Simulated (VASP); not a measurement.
# Sr4NbO (P4/mmm) in VASP: a series of runs

Runs on Sr4NbO. Level: PBE. Tasks: single point.

All numbers are computed with VASP 6.6.1; they aren't measurements. Logs are shortened: lines on timing, memory, paths and dates and some standing lists are left out, and cuts for length are marked.

### Step 1. The cell of the first run

The structure is tetragonal, space group P4/mmm (No. 123). The conventional cell has a = 3.387 Å, b = 3.387 Å, c = 15.462 Å, α = 90.00°, β = 90.00°, γ = 90.00°. Within 3.8 Å of Sr (site symmetry 4mm) lie 4 O at 2.85 Å and 5 Sr at 3.09 to 3.39 Å. Sr (site symmetry 4mm) has 8 Sr at 3.39 to 4.39 Å and 4 Nb at 3.46 Å within 4.5 Å. Within 4.5 Å of Nb (site symmetry 4/mmm) lie 4 Nb at 3.39 Å and 8 Sr at 3.46 Å. O (site symmetry 4/mmm) has 8 Sr at 2.85 Å and 4 O at 3.39 Å within 3.8 Å.

The cell was generated, and may not be a known phase.

### Step 2. Single point, PBE, collinear spin, zero start

Contents of INCAR:

```
SYSTEM = Sr4NbO
ALGO = Normal
EDIFF = 1E-7
ENCUT = 520
GGA = PE
ISIF = 2
ISMEAR = 0
ISPIN = 2
LASPH = .True.
LCHARG = .False.
LMAXMIX = 4
LORBIT = 11
LREAL = .False.
LWAVE = .False.
MAGMOM = 0 0 0 0 0 0
NBANDS = 42
NELM = 150
PREC = Accurate
SIGMA = 0.1
```

Contents of KPOINTS:

```
k-points
0
Gamma
  6 6 2
  0 0 0
```

Contents of POSCAR:

```
Sr4NbO
1.0
    3.3868227160      0.0000000000      0.0000000000
    0.0000000000      3.3868227160      0.0000000000
    0.0000000000      0.0000000000     15.4617245433
Sr Nb O
4 1 1
Direct
    0.5000000000      0.5000000000      0.0999594468
    0.0000000000      0.0000000000      0.6617737319
    0.0000000000      0.0000000000      0.3382262681
    0.5000000000      0.5000000000      0.9000405532
    0.5000000000      0.5000000000      0.5000000000
    0.0000000000      0.0000000000      0.0000000000
```

Potentials or basis: VASP PAW PBE potentials, release 64 (Sr_sv, Nb_sv, O).

Run with:

```bash
$ cat potpaw_PBE.64/Sr_sv/POTCAR potpaw_PBE.64/Nb_sv/POTCAR potpaw_PBE.64/O/POTCAR > POTCAR
$ mpirun -np 1 vasp_std > vasp.out
```

OUTCAR:

```text
SYSTEM = Sr4NbO
   EDIFF = 1E-7
   ENCUT = 520
   GGA = PE
   ISIF = 2
   ISMEAR = 0
   ISPIN = 2
   LASPH = .True.
   LORBIT = 11
   LREAL = .False.
   NELM = 150
   PREC = Accurate

 ion  position               nearest neighbor table
   1  0.500  0.500  0.100-   6 2.85   6 2.85   6 2.85   6 2.85   4 3.09   3 4.39   3 4.39   3 4.39
                             3 4.39   4 4.59   4 4.59   4 4.59   4 4.59
   2  0.000  0.000  0.662-   5 3.46   5 3.46   5 3.46   5 3.46   4 4.39   4 4.39   4 4.39   4 4.39
                             3 5.00
   3  0.000  0.000  0.338-   5 3.46   5 3.46   5 3.46   5 3.46   1 4.39   1 4.39   1 4.39   1 4.39
                             2 5.00
   4  0.500  0.500  0.900-   6 2.85   6 2.85   6 2.85   6 2.85   1 3.09   2 4.39   2 4.39   2 4.39
                             2 4.39   1 4.59   1 4.59   1 4.59   1 4.59
   5  0.500  0.500  0.500-   2 3.46   3 3.46   2 3.46   3 3.46   2 3.46   3 3.46   2 3.46   3 3.46

   6  0.000  0.000  0.000-   1 2.85   4 2.85   1 2.85   4 2.85   1 2.85   4 2.85   1 2.85   4 2.85

  LATTYP: Found a simple tetragonal cell.
 ALAT       =     3.3868227160
 C/A-ratio  =     4.5652594894

  Lattice vectors:

 A1 = (   3.3868227160,   0.0000000000,   0.0000000000)
 A2 = (   0.0000000000,   3.3868227160,   0.0000000000)
 A3 = (   0.0000000000,   0.0000000000,  15.4617245433)

Analysis of symmetry for initial positions (statically):
=====================================================================
 Subroutine PRICEL returns:
 Original cell was already a primitive cell.

 Routine SETGRP: Setting up the symmetry group for a
 simple tetragonal supercell.

 Subroutine GETGRP returns: Found 16 space group operations
 (whereof 16 operations were pure point group operations)
 out of a pool of 16 trial point group operations.

The static configuration has the point symmetry D_4h.

Analysis of symmetry for dynamics (positions and initial velocities):
=====================================================================
 Subroutine PRICEL returns:
 Original cell was already a primitive cell.

 Routine SETGRP: Setting up the symmetry group for a
 simple tetragonal supercell.

 Subroutine GETGRP returns: Found 16 space group operations
 (whereof 16 operations were pure point group operations)
 out of a pool of 16 trial point group operations.

The dynamic configuration has the point symmetry D_4h.

Analysis of structural, dynamic, and magnetic symmetry:
=====================================================================
 Subroutine PRICEL returns:
 Original cell was already a primitive cell.

 Routine SETGRP: Setting up the symmetry group for a
 simple tetragonal supercell.

 Subroutine GETGRP returns: Found 16 space group operations
 (whereof 16 operations were pure point group operations)
 out of a pool of 16 trial point group operations.

The overall configuration has the point symmetry D_4h.

 Subroutine INISYM returns: Found 16 space group operations
 (whereof 16 operations are pure point group operations),
 and found     1 'primitive' translations

----------------------------------------------------------------------------------------

                                     Primitive cell

  volume of cell :     177.3548

  direct lattice vectors                    reciprocal lattice vectors
     3.386822716  0.000000000  0.000000000     0.295261986  0.000000000  0.000000000
     0.000000000  3.386822716  0.000000000     0.000000000  0.295261986  0.000000000
     0.000000000  0.000000000 15.461724543     0.000000000  0.000000000  0.064675839

  length of vectors
     3.386822716  3.386822716 15.461724543     0.295261986  0.295261986  0.064675839

  position of ions in fractional coordinates (direct lattice)
     0.500000000  0.500000000  0.099959447
     0.000000000  0.000000000  0.661773732
     0.000000000  0.000000000  0.338226268
     0.500000000  0.500000000  0.900040553
     0.500000000  0.500000000  0.500000000
     0.000000000  0.000000000  0.000000000

  ion indices of the primitive-cell ions
   primitive index   ion index
                 1           1
                 2           2
                 3           3
                 4           4
                 5           5
[... 49 lines left out ...]
  0.500000  0.500000  0.500000      1.000000
   k-points           NKPTS =     20   k-points in BZ     NKDIM =     20   number of bands    NBANDS=     42
   number of dos      NEDOS =    301   number of ions     NIONS =      6
   total plane-waves  NPLWV =  94080
   dimension x,y,z NGX =    28 NGY =   28 NGZ =  120
   dimension x,y,z NGXF=    56 NGYF=   56 NGZF=  240
   ions per type =               4   1   1
   NGX,Y,Z   is equivalent  to a cutoff of  13.74, 13.74, 12.90 a.u.
   NGXF,Y,Z  is equivalent  to a cutoff of  27.49, 27.49, 25.81 a.u.
 SYSTEM =  Sr4NbO
   PREC   = accura    normal or accurate (medium, high low for compatibility)
   ISTART =      0    job   : 0-new  1-cont  2-samecut
   ICHARG =      2    charge: 1-file 2-atom 10-const
   ISPIN  =      2    spin polarized calculation?
   LNONCOLLINEAR =      F non collinear calculations
   LSORBIT =      F    spin-orbit coupling
   LASPH  =      T    aspherical Exc in radial PAW
   ENCUT  =  520.0 eV  38.22 Ry    6.18 a.u.   6.30  6.30 28.75*2*pi/ulx,y,z
   NELM   =    150;   NELMIN=  2; NELMDL= -5     # of ELM steps
   EDIFF  = 0.1E-06   stopping-criterion for ELM
   LREAL  =      F    real-space projection
   EDIFFG = 0.1E-05   stopping-criterion for IOM
   NSW    =      0    number of steps for IOM
   IBRION =     -1    ionic relax: 0-MD 1-quasi-New 2-CG
   NFREE  =      0    steps in history (QN), initial steepest desc. (CG)
   ISIF   =      2    stress and relaxation
   ISYM   =      2    0-nonsym 1-usesym 2-fastsym
   POTIM  = 0.5000    time-step for ionic-motion
   TEBEG  =    0.0;   TEEND  =   0.0 temperature during run
   PSTRESS=    0.0 pullay stress
   NELECT =      59.0000    total number of electrons
   NUPDOWN=      -1.0000    fix difference up-down
   EMIN   =  10.00;   EMAX   =-10.00  energy-range for DOS
   EFERMI =   0.00;   METHOD = LEGACY
   ISMEAR =     0;   SIGMA  =   0.10  broadening in eV -4-tet -1-fermi 0-gaus
   EFERMI_NEDOS =   21; number of points for ismear=-14 and -15
   IALGO  =     38    algorithm
   IMIX   =      4    mixing-type and parameters
     AMIX     =   0.40;   BMIX     =  1.00
     AMIX_MAG =   1.60;   BMIX_MAG =  1.00
  volume/ion in A,a.u.               =      29.56       199.47
  Fermi-wavevector in a.u.,A,eV,Ry     =   1.134343  2.143598 17.507092  1.286735
  Thomas-Fermi vector in A             =   2.271047
   LORBIT       =     11    0 simple, 1 ext, 2 COOP (PROOUT), +10 PAW based schemes
   GGA     = PE    functional components
   LHFCALC =     F    Hartree Fock is set to
   AEXX    =    0.0000 exact exchange contribution
   IVDW    =     0    specifies the selected vdW correction
   LEPSILON=     F    determine dielectric tensor
   LRPA    =     F    only Hartree local field effects (RPA)
 spin polarized calculation
 Gauss-broadening in eV      SIGMA  =   0.10
  energy-cutoff  :      520.00
  volume of cell :      177.35
 maximum number of plane-waves:      4824
 NGX is ok and might be reduce to    28
   NGX = 13   NGY = 13   NGZ = 57

 number of electron      59.0000000 magnetization      -0.0000348

 number of electron      59.0000000 magnetization       0.0000054

 Free energy of the ion-electron system (eV)
  ---------------------------------------------------
  ext. energy  EPLUGINS =         0.00000000
  ---------------------------------------------------
  free energy    TOTEN  =       -22.89223849 eV

  energy without entropy =      -22.85453426  energy(sigma->0) =      -22.87338638

 E-fermi :   3.7586     XC(G=0):  -9.0981

 val. band max:        3.7555692443   @ k =   0.5000   0.0000   0.5000
 cond. band min:       3.7680300508   @ k =   0.3333   0.1667   0.5000
 fundamental gap:      0.0124608065
 Fermi energy:         3.7586272172

 spin component 1

 k-point     1 :       0.0000    0.0000    0.0000
  band No.  band energies     occupation
      1     -51.1064      1.00000
      2     -33.1394      1.00000
      3     -33.0277      1.00000
      4     -31.6432      1.00000
      5     -31.6420      1.00000
      6     -27.0674      1.00000
[... 869 lines left out ...]
     40       7.0526      0.00000
     41       8.1717      0.00000
 Fermi energy:         3.7586272172

 spin component 2

 k-point     1 :       0.0000    0.0000    0.0000
  band No.  band energies     occupation
      1     -51.1063      1.00000
      2     -33.1394      1.00000
      3     -33.0277      1.00000
      4     -31.6433      1.00000
      5     -31.6420      1.00000
      6     -27.0672      1.00000
[... 869 lines left out ...]
     40       7.0529      0.00000
     41       8.1717      0.00000
 [bands above 41 left out]

------------------------ aborting loop because EDIFF is reached ----------------------------------------

  FORCE on cell =-STRESS in cart. coord.  units (eV):
  Direction    XX          YY          ZZ          XY          YZ          ZX
  --------------------------------------------------------------------------------------
  -------------------------------------------------------------------------------------
  Total        0.1929214      0.1929214      0.2080159      0.0000000      0.0000000     -0.0000000
  in kB        1.7428020      1.7428020      1.8791625      0.0000000      0.0000000     -0.0000000
  external PRESSURE =       1.7882555 kB  Pullay stress =       0.0000000 kB

 VOLUME and BASIS-vectors are now :
 -----------------------------------------------------------------------------
  energy-cutoff  :      520.00
  volume of cell :      177.35
      direct lattice vectors                 reciprocal lattice vectors
     3.386822716  0.000000000  0.000000000     0.295261986  0.000000000  0.000000000
     0.000000000  3.386822716  0.000000000     0.000000000  0.295261986  0.000000000
     0.000000000  0.000000000 15.461724543     0.000000000  0.000000000  0.064675839

 POSITION                                       TOTAL-FORCE (eV/Angst)
 -----------------------------------------------------------------------------------
      1.69341      1.69341      1.54555        -0.000000     -0.000000      0.021430
      0.00000      0.00000     10.23216         0.000000      0.000000      0.008752
      0.00000      0.00000      5.22956        -0.000000      0.000000     -0.008752
      1.69341      1.69341     13.91618         0.000000     -0.000000     -0.021430
      1.69341      1.69341      7.73086        -0.000000      0.000000     -0.000000
      0.00000      0.00000      0.00000        -0.000000      0.000000     -0.000000
 -----------------------------------------------------------------------------------
    total drift:                                0.000000      0.000000      0.000000

  FREE ENERGIE OF THE ION-ELECTRON SYSTEM (eV)
  ---------------------------------------------------
  free  energy   TOTEN  =       -22.8922384946 eV

  energy  without entropy=      -22.8545342554  energy(sigma->0) =      -22.87338638

 total charge

# of ion       s       p       d       tot
------------------------------------------
    1        2.049   5.746   0.200   7.996
    2        2.065   5.731   0.273   8.068
    3        2.065   5.731   0.273   8.068
    4        2.049   5.746   0.200   7.996
    5        2.202   5.925   2.372  10.498
    6        1.556   3.332   0.000   4.887
--------------------------------------------------
tot         11.985  32.211   3.318  47.514

 magnetization (x)

# of ion       s       p       d       tot
------------------------------------------
    1        0.000   0.000   0.000   0.000
    2       -0.000  -0.000  -0.000  -0.000
    3       -0.000  -0.000  -0.000  -0.000
    4        0.000   0.000   0.000   0.000
    5        0.000   0.000   0.000   0.000
    6        0.000   0.000   0.000   0.000
--------------------------------------------------
tot         -0.000   0.000   0.000   0.000
```

Run time: 4.3 min. Hardware: 1 thread of Intel Xeon 6975P-C (Granite Rapids), shared host; peak memory 0.49 GiB.

Results:

```
Free energy                                           : -22.8922 eV
Pressure                                              : 0.2 GPa
Largest force                                         : 0.021 eV/Å
Net moment                                            : 0.00 μB per cell
Valence electrons inside the program's atomic spheres : Sr 8.00, 8.07 (each value once); Nb 10.50; O 4.89
```

Forces on the atoms (eV/Å):
```
Sr   0.000  0.000  0.021
Sr   0.000  0.000  0.009
Sr   0.000  0.000 -0.009
Sr   0.000  0.000 -0.021
Nb   0.000  0.000  0.000
O    0.000  0.000  0.000
```

Levels at points of the mesh, in eV from the Fermi level:
Spin up:
| k point | band 28 | band 29 | band 30 | band 31 | band 32 | band 33 |
| --- | --- | --- | --- | --- | --- | --- |
| (0.00, 0.00, 0.00) | -1.43 | -1.13 | -0.40 | 0.13 | 0.35 | 0.80 |
| (0.50, 0.00, 0.00) | -0.10 | 0.00 | 0.23 | 0.23 | 0.32 | 1.01 |
| (0.50, 0.50, 0.00) | -0.76 | -0.42 | 0.07 | 1.12 | 1.12 | 1.57 |
| (0.00, 0.00, 0.50) | -1.28 | -1.13 | -0.81 | 0.13 | 0.63 | 0.81 |
| (0.50, 0.00, 0.50) | -0.16 | 0.00 | 0.02 | 0.06 | 0.66 | 1.01 |
| (0.50, 0.50, 0.50) | -0.76 | -0.46 | 0.05 | 1.12 | 1.12 | 1.60 |
Spin down:
```tsv
k point	band 28	band 29	band 30	band 31	band 32	band 33
(0.00, 0.00, 0.00)	-1.43	-1.13	-0.40	0.13	0.35	0.80
(0.50, 0.00, 0.00)	-0.10	0.00	0.23	0.23	0.32	1.01
(0.50, 0.50, 0.00)	-0.76	-0.42	0.07	1.12	1.12	1.57
(0.00, 0.00, 0.50)	-1.28	-1.13	-0.81	0.13	0.63	0.81
(0.50, 0.00, 0.50)	-0.16	0.00	0.02	0.06	0.66	1.01
(0.50, 0.50, 0.50)	-0.76	-0.46	0.05	1.12	1.12	1.61
```

Caveat: no moment was typed at the start, so none could form.

### Step 3. Single point, PBE

Contents of INCAR:

```
SYSTEM = Sr4NbO
PREC     = Accurate       ! precision mode
ENCUT    = 520            ! plane-wave cutoff, eV
EDIFF    = 1E-7           ! SCF threshold, eV
ISMEAR   = 0              ! smearing method
SIGMA    = 0.1            ! smearing width, eV
LREAL    = .FALSE.        ! projectors in reciprocal space
LASPH    = .TRUE.         ! aspherical terms in the spheres
NELM     = 100            ! most SCF steps
ALGO     = Normal         ! electronic algorithm
ISIF     = 2              ! what is computed and relaxed
LWAVE    = .FALSE.        ! write WAVECAR
LCHARG   = .FALSE.        ! write CHGCAR
GGA      = PE             ! functional
NBANDS   = 38             ! bands
```

Contents of KPOINTS:

```
Automatic mesh
0
G
  12 12 4
  0 0 0
```

Contents of POSCAR:

```
Sr4NbO
1.0
    3.3880477204      0.0000000000      0.0000000000
    0.0000000000      3.3880477204      0.0000000000
    0.0000000000      0.0000000000     15.4474879056
Sr Nb O
4 1 1
Direct
    0.5000000000      0.5000000000      0.1000358705
    0.0000000000      0.0000000000      0.6617608773
    0.0000000000      0.0000000000      0.3382391227
    0.5000000000      0.5000000000      0.8999641295
    0.5000000000      0.5000000000      0.5000000000
    0.0000000000      0.0000000000      0.0000000000
```

Potentials or basis: VASP PAW PBE potentials, release 64 (Sr_sv, Nb_sv, O).

Run with:

```bash
$ cat potpaw_PBE.64/Sr_sv/POTCAR potpaw_PBE.64/Nb_sv/POTCAR potpaw_PBE.64/O/POTCAR > POTCAR
$ mpirun -np 1 vasp_std > vasp.out
```

It took 8.3 min on 1 thread of Intel Xeon 6975P-C (Granite Rapids), shared host; peak memory 0.65 GiB.

The run converged. Its results:

- Free energy: -22.9125 eV
- Pressure: 0.1 GPa
- Largest force: 0.033 eV/Å
- Band gap on the k mesh: zero (an odd number of electrons rules out a gap without spin polarisation)

Forces on the atoms (eV/Å):
```
Sr   0.000  0.000  0.033
Sr   0.000  0.000  0.007
Sr   0.000  0.000 -0.007
Sr   0.000  0.000 -0.033
Nb   0.000  0.000  0.000
O    0.000  0.000  0.000
```

Levels at points of the mesh, in eV from the Fermi level:
```tsv
k point	band 26	band 27	band 28	band 29	band 30	band 31	band 32	band 33	band 34	band 35
(0.00, 0.00, 0.00)	-2.53	-2.33	-1.43	-1.13	-0.39	0.13	0.35	0.80	1.32	1.32
(0.50, 0.00, 0.00)	-1.27	-0.75	-0.10	0.01	0.24	0.24	0.32	1.02	1.09	1.24
(0.50, 0.50, 0.00)	-1.34	-0.75	-0.75	-0.42	0.07	1.12	1.12	1.57	1.71	1.83
(0.00, 0.00, 0.50)	-2.87	-1.96	-1.28	-1.13	-0.80	0.12	0.63	0.81	1.32	1.32
(0.50, 0.00, 0.50)	-1.30	-0.62	-0.16	0.01	0.02	0.06	0.66	1.02	1.24	1.28
(0.50, 0.50, 0.50)	-1.33	-0.75	-0.75	-0.45	0.05	1.12	1.12	1.60	1.78	1.78
```
